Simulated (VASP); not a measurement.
Set up this calculation in VASP 6.6.1, as the native input.

```
Task                   : relaxation of the atoms
Functional             : r2SCAN
Potentials or basis    : VASP PAW PBE potentials, release 64 (W_sv, S)
Cutoff                 : 520 eV
k mesh                 : 12 × 12 × 2
Occupations            : gaussian, width 0.02 eV
Spin                   : no spin polarisation
Dipole correction      : no
Further INCAR settings : ALGO = Normal; EDIFF = 1e-06; IBRION = 2; EDIFFG = -0.008; NSW = 60
```

System: WS2, a slab with vacuum.

```xyz
3
Lattice="3.1811 0.0000 0.0000 -1.5905 2.7549 0.0000 0.0000 0.0000 16.1880" Properties=species:S:1:pos:R:3 pbc="T T T"
W     0.0000    1.8366    0.0000
S     1.5905    0.9183   14.6531
S     1.5905    0.9183    1.5348
```

This cell differs from its parent crystal: strain along c alone, the other axes held: -4.5 %.

One way to write it, as run:

POSCAR

```
WS2
1.0
    3.1810953945      0.0000000000      0.0000000000
   -1.5905476972      2.7549094235      0.0000000000
    0.0000000000      0.0000000000     16.1879566494
W S
1 2
Direct
    0.3333333333      0.6666666667      0.0000000000
    0.6666666667      0.3333333333      0.9051868860
    0.6666666667      0.3333333333      0.0948131140
```

INCAR.step1

```
SYSTEM = WS2
ALGO = Normal
EDIFF = 1E-4
ENCUT = 520
GGA = PE
ISMEAR = 0
KPAR = 4
LASPH = .True.
LCHARG = .False.
LREAL = .False.
LWAVE = .True.
NELM = 60
PREC = Accurate
SIGMA = 0.02
```

INCAR.step2

```
SYSTEM = WS2
ALGO = Normal
EDIFF = 1E-6
EDIFFG = -0.008
ENCUT = 520
IBRION = 2
ISIF = 2
ISMEAR = 0
ISTART = 1
KPAR = 4
LASPH = .True.
LCHARG = .False.
LMIXTAU = .True.
LREAL = .False.
LWAVE = .False.
METAGGA = R2SCAN
NELM = 60
NSW = 60
PREC = Accurate
SIGMA = 0.02
```

KPOINTS

```
k-points
0
Gamma
  12 12 2
  0 0 0
```

Potentials or basis: VASP PAW PBE potentials, release 64 (W_sv, S).

Run with:

```bash
$ cat potpaw_PBE.64/W_sv/POTCAR potpaw_PBE.64/S/POTCAR > POTCAR
$ cp INCAR.step1 INCAR
$ mpirun -np 4 vasp_std > vasp.out
$ cp INCAR.step2 INCAR
$ mpirun -np 4 vasp_std > vasp.out
```

It gave:

- Energy gained by relaxing: 4.6 meV/atom
- Ionic steps: 3
- Band gap on the k mesh: 1.92 eV (least direct gap 1.93 eV)

Caveat: the cell differs from its parent crystal (strain along c alone, the other axes held: -4.5 %); there is no dipole correction, which matters where the two faces differ; spin-orbit coupling is left out, which moves the levels of the heavy elements.

Wall time 5.9 min on 4 MPI ranks on Intel(R) Xeon(R) Platinum 8375C CPU @ 2.90GHz (Ice Lake), on a shared host, peak memory 0.32 GiB a rank.
